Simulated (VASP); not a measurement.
# BaS (P6_3/mmc) in VASP: notebook, part 2 of 2

VASP 6.6.1.

## Step 3: Relaxation of cell and atoms, PBE

This run uses another cell than the first one, of 39.71 Å³/atom, 0.991 times its volume.

INCAR

```
PREC = Accurate ; ENCUT = 600
EDIFF = 1E-6 ; ISMEAR = -1
SIGMA = 0.02 ; LREAL = F
LASPH = T ; NELM = 100
ALGO = Normal ; ISIF = 3
LWAVE = F ; LCHARG = F
GGA = PE ; IBRION = 2
NSW = 80 ; EDIFFG = -0.005
```

KPOINTS

```
regular mesh
0
Gamma
  6 6 4
```

POSCAR

```
BaS
1.0
    5.2743664505      0.0000000000      0.0000000000
   -2.6371832252      4.5677353350      0.0000000000
    0.0000000000      0.0000000000      6.5926077000
Ba S
2 2
Direct
    0.3333333333      0.6666666667      0.2500000000
    0.6666666667      0.3333333333      0.7500000000
    0.6666666667      0.3333333333      0.2500000000
    0.3333333333      0.6666666667      0.7500000000
```

Potentials or basis: VASP PAW PBE potentials, release 64 (Ba_sv, S).

On the command line:

```bash
$ cat potpaw_PBE.64/Ba_sv/POTCAR potpaw_PBE.64/S/POTCAR > POTCAR
$ mpirun -np 1 vasp_std > vasp.out
```

OUTCAR:

```text
PREC = Accurate
   ENCUT = 600
   EDIFF = 1E-6
   ISMEAR = -1
   LREAL = F
   LASPH = T
   NELM = 100
   ISIF = 3
   GGA = PE
   IBRION = 2
   NSW = 80
   EDIFFG = -0.005

 ion  position               nearest neighbor table
   1  0.333  0.667  0.250-   3 3.05   3 3.05   3 3.05   4 3.30   4 3.30   2 4.49   2 4.49   2 4.49
                             2 4.49   2 4.49   2 4.49
   2  0.667  0.333  0.750-   4 3.05   4 3.05   4 3.05   3 3.30   3 3.30   1 4.49   1 4.49   1 4.49
                             1 4.49   1 4.49   1 4.49
   3  0.667  0.333  0.250-   1 3.05   1 3.05   1 3.05   2 3.30   2 3.30
   4  0.333  0.667  0.750-   2 3.05   2 3.05   2 3.05   1 3.30   1 3.30

  LATTYP: Found a hexagonal cell.
 ALAT       =     5.2743664505
 C/A-ratio  =     1.2499335725

  Lattice vectors:

 A1 = (   5.2743664505,   0.0000000000,   0.0000000000)
 A2 = (  -2.6371832252,   4.5677353350,   0.0000000000)
 A3 = (   0.0000000000,   0.0000000000,   6.5926077000)

Analysis of symmetry for initial positions (statically):
=====================================================================
 Subroutine PRICEL returns:
 Original cell was already a primitive cell.

 Routine SETGRP: Setting up the symmetry group for a
 hexagonal supercell.

 Subroutine GETGRP returns: Found 24 space group operations
 (whereof 12 operations were pure point group operations)
 out of a pool of 24 trial point group operations.

The static configuration has the point symmetry D_3d.
 The point group associated with its full space group is D_6h.

Analysis of symmetry for dynamics (positions and initial velocities):
=====================================================================
 Subroutine PRICEL returns:
 Original cell was already a primitive cell.

 Routine SETGRP: Setting up the symmetry group for a
 hexagonal supercell.

 Subroutine GETGRP returns: Found 24 space group operations
 (whereof 12 operations were pure point group operations)
 out of a pool of 24 trial point group operations.

The dynamic configuration has the point symmetry D_3d.
 The point group associated with its full space group is D_6h.

 Subroutine INISYM returns: Found 24 space group operations
 (whereof 12 operations are pure point group operations),
 and found     1 'primitive' translations

----------------------------------------------------------------------------------------

                                     Primitive cell

  volume of cell :     158.8285

  direct lattice vectors                    reciprocal lattice vectors
     5.274366450  0.000000000  0.000000000     0.189596231  0.109463435  0.000000000
    -2.637183225  4.567735335  0.000000000     0.000000000  0.218926870  0.000000000
     0.000000000  0.000000000  6.592607700     0.000000000  0.000000000  0.151685046

  length of vectors
     5.274366450  5.274366450  6.592607700     0.218926870  0.218926870  0.151685046

  position of ions in fractional coordinates (direct lattice)
     0.333333333  0.666666667  0.250000000
     0.666666667  0.333333333  0.750000000
     0.666666667  0.333333333  0.250000000
     0.333333333  0.666666667  0.750000000

  ion indices of the primitive-cell ions
   primitive index   ion index
                 1           1
                 2           2
                 3           3
                 4           4

----------------------------------------------------------------------------------------

 KPOINTS: regular mesh

Automatic generation of k-mesh.
 Grid dimensions read from file:
 generate k-points for:    6    6    4

 Generating k-lattice:

  Cartesian coordinates                     Fractional coordinates (reciprocal lattice)
     0.031599372  0.018243906  0.000000000     0.166666667  0.000000000  0.000000000
     0.000000000  0.036487812  0.000000000     0.000000000  0.166666667  0.000000000
     0.000000000  0.000000000  0.037921261     0.000000000  0.000000000  0.250000000

  Length of vectors
     0.036487812  0.036487812  0.037921261

  Shift w.r.t. Gamma in fractional coordinates (k-lattice)
     0.000000000  0.000000000  0.000000000

 Subroutine IBZKPT returns following result:
 ===========================================

 Found     21 irreducible k-points:

 Following reciprocal coordinates:
            Coordinates               Weight
  0.000000  0.000000  0.000000      1.000000
  0.166667 -0.000000  0.000000      6.000000
  0.333333  0.000000  0.000000      6.000000
  0.500000  0.000000  0.000000      3.000000
  0.166667  0.166667  0.000000      6.000000
  0.333333  0.166667  0.000000     12.000000
[... 13 lines left out ...]
  0.333333  0.166667  0.500000     12.000000
  0.333333  0.333333  0.500000      2.000000
   k-points           NKPTS =     21   k-points in BZ     NKDIM =     21   number of bands    NBANDS=     20
   number of dos      NEDOS =    301   number of ions     NIONS =      4
   total plane-waves  NPLWV =  95256
   dimension x,y,z NGX =    42 NGY =   42 NGZ =   54
   dimension x,y,z NGXF=    84 NGYF=   84 NGZF=  108
   ions per type =               2   2
   NGX,Y,Z   is equivalent  to a cutoff of  13.24, 13.24, 13.62 a.u.
   NGXF,Y,Z  is equivalent  to a cutoff of  26.48, 26.48, 27.23 a.u.
 SYSTEM =  unknown system
   PREC   = accura    normal or accurate (medium, high low for compatibility)
   ISTART =      0    job   : 0-new  1-cont  2-samecut
   ICHARG =      2    charge: 1-file 2-atom 10-const
   ISPIN  =      1    spin polarized calculation?
   LNONCOLLINEAR =      F non collinear calculations
   LSORBIT =      F    spin-orbit coupling
   LASPH  =      T    aspherical Exc in radial PAW
   ENCUT  =  600.0 eV  44.10 Ry    6.64 a.u.  10.53 10.53 13.17*2*pi/ulx,y,z
   NELM   =    100;   NELMIN=  2; NELMDL= -5     # of ELM steps
   EDIFF  = 0.1E-05   stopping-criterion for ELM
   LREAL  =      F    real-space projection
   EDIFFG = -.5E-02   stopping-criterion for IOM
   NSW    =     80    number of steps for IOM
   IBRION =      2    ionic relax: 0-MD 1-quasi-New 2-CG
   NFREE  =      1    steps in history (QN), initial steepest desc. (CG)
   ISIF   =      3    stress and relaxation
   ISYM   =      2    0-nonsym 1-usesym 2-fastsym
   POTIM  = 0.5000    time-step for ionic-motion
   TEBEG  =    0.0;   TEEND  =   0.0 temperature during run
   PSTRESS=    0.0 pullay stress
   NELECT =      32.0000    total number of electrons
   NUPDOWN=      -1.0000    fix difference up-down
   EMIN   =  10.00;   EMAX   =-10.00  energy-range for DOS
   EFERMI =   0.00;   METHOD = LEGACY
   ISMEAR =    -1;   SIGMA  =   0.02  broadening in eV -4-tet -1-fermi 0-gaus
   EFERMI_NEDOS =   21; number of points for ismear=-14 and -15
   IALGO  =     38    algorithm
   IMIX   =      4    mixing-type and parameters
     AMIX     =   0.40;   BMIX     =  1.00
     AMIX_MAG =   1.60;   BMIX_MAG =  1.00
  volume/ion in A,a.u.               =      39.71       267.96
  Fermi-wavevector in a.u.,A,eV,Ry     =   0.959729  1.813625 12.532054  0.921080
  Thomas-Fermi vector in A             =   2.088951
   LORBIT       =      0    0 simple, 1 ext, 2 COOP (PROOUT), +10 PAW based schemes
   GGA     = PE    functional components
   LHFCALC =     F    Hartree Fock is set to
   AEXX    =    0.0000 exact exchange contribution
   IVDW    =     0    specifies the selected vdW correction
   LEPSILON=     F    determine dielectric tensor
   LRPA    =     F    only Hartree local field effects (RPA)
 conjugate gradient relaxation of ions
 non-spin polarized calculation
  energy-cutoff  :      600.00
  volume of cell :      158.83
 maximum number of plane-waves:      5337
   NGX = 21   NGY = 21   NGZ = 27

--------------------------------------- Ionic step        1  -------------------------------------------

 number of electron      32.0000003 magnetization

 Free energy of the ion-electron system (eV)
  ---------------------------------------------------
  ext. energy  EPLUGINS =         0.00000000
  ---------------------------------------------------
  free energy    TOTEN  =       -19.92944597 eV

  energy without entropy =      -19.92944597  energy(sigma->0) =      -19.92944597

------------------------ aborting loop because EDIFF is reached ----------------------------------------

  FORCE on cell =-STRESS in cart. coord.  units (eV):
  Direction    XX          YY          ZZ          XY          YZ          ZX
  --------------------------------------------------------------------------------------
  -------------------------------------------------------------------------------------
  Total        1.7622823      1.7622823     -1.2760607      0.0000000      0.0000000      0.0000000
  in kB       17.7769645     17.7769645    -12.8722200      0.0000000      0.0000000      0.0000000
  external PRESSURE =       7.5605697 kB  Pullay stress =       0.0000000 kB
[... 175 lines left out ...]
  energy  without entropy=      -19.9895570346  energy(sigma->0) =      -19.98955703

--------------------------------------- Ionic step        6  -------------------------------------------

 number of electron      31.9999999 magnetization

 Free energy of the ion-electron system (eV)
  ---------------------------------------------------
  ext. energy  EPLUGINS =         0.00000000
  ---------------------------------------------------
  free energy    TOTEN  =       -19.98957997 eV

  energy without entropy =      -19.98957997  energy(sigma->0) =      -19.98957997

 E-fermi :   0.8920     XC(G=0):  -7.4742

 val. band max:        0.4037161301   @ k =   0.0000   0.0000   0.0000
 cond. band min:       2.8903147316   @ k =   0.3333   0.3333   0.0000
 fundamental gap:      2.4865986015
 Fermi energy:         0.8919538201

 k-point     1 :       0.0000    0.0000    0.0000
  band No.  band energies     occupation
      1     -25.9094      2.00000
      2     -25.8616      2.00000
      3     -11.3568      2.00000
      4     -11.2137      2.00000
      5     -11.2137      2.00000
      6     -11.0666      2.00000
[... 12 lines left out ...]
     19       4.0809      0.00000
[... 490 lines left out ...]
  FREE ENERGIE OF THE ION-ELECTRON SYSTEM (eV)
  ---------------------------------------------------
  free  energy   TOTEN  =       -19.9895799695 eV

  energy  without entropy=      -19.9895799695  energy(sigma->0) =      -19.98957997

 reached required accuracy - stopping structural energy minimisation
```

Run time: 2.7 min. Hardware: 1 thread of AMD EPYC 9R45 (Zen 5), shared host; peak memory 0.32 GiB.

What came out:

```yaml
Free_energy: -19.9896 eV
Relaxed_volume: 40.59 Å³/atom
Relaxed_cell: a = 5.406 Å, b = 5.406 Å, c = 6.415 Å, α = 90.00°, β = 90.00°, γ = 120.00°
Space_group_after_relaxing_to_0.05_Å: P6_3/mmc (No. 194)
Energy_gained_by_relaxing: 15.0 meV/atom
Ionic_steps: 6
Pressure_after_relaxing: 0.0 GPa
Band_gap_on_the_k_mesh: 2.49 eV, indirect (least direct gap 2.63 eV)
```

Step by step:
| step | energy change (eV) | largest force (eV/Å) | pressure (GPa) | volume (Å³) |
| --- | --- | --- | --- | --- |
| 1 | 0.0000 | 0.0000 | 0.76 | 158.83 |
| 2 | -0.0548 | 0.0000 | -0.19 | 163.10 |
| 3 | -0.0571 | 0.0000 | -0.38 | 164.20 |
| 4 | -0.0600 | 0.0000 | 0.05 | 162.15 |
| 5 | -0.0601 | 0.0000 | -0.02 | 162.47 |
| 6 | -0.0601 | 0.0000 | 0.00 | 162.35 |

Final structure:
```yaml
crystal:
  lattice:
    - [5.40610, 0.00000, 0.00000]
    - [-2.70305, 4.68182, 0.00000]
    - [0.00000, 0.00000, 6.41450]
  atoms:
    - { symbol: Ba, position: [0.33333, 0.66667, 0.25000] }
    - { symbol: Ba, position: [0.66667, 0.33333, 0.75000] }
    - { symbol: S, position: [0.66667, 0.33333, 0.25000] }
    - { symbol: S, position: [0.33333, 0.66667, 0.75000] }
```

Levels at points of the mesh, in eV from the valence-band top:
```tsv
k point	band 13	band 14	band 15	band 16	band 17	band 18	band 19	band 20
(0.00, 0.00, 0.00)	-0.87	-0.87	-0.44	0.00	2.74	3.68	3.68	4.76
(0.50, 0.00, 0.00)	-0.49	-0.42	-0.34	-0.31	3.10	3.40	3.51	5.17
(0.00, 0.00, 0.50)	-0.99	-0.99	-0.99	-0.99	3.75	3.75	5.41	5.41
(0.50, 0.00, 0.50)	-0.84	-0.84	-0.51	-0.51	3.87	3.87	4.91	4.91
```

Caveat: spin-orbit coupling is left out, which moves the levels of the heavy elements.
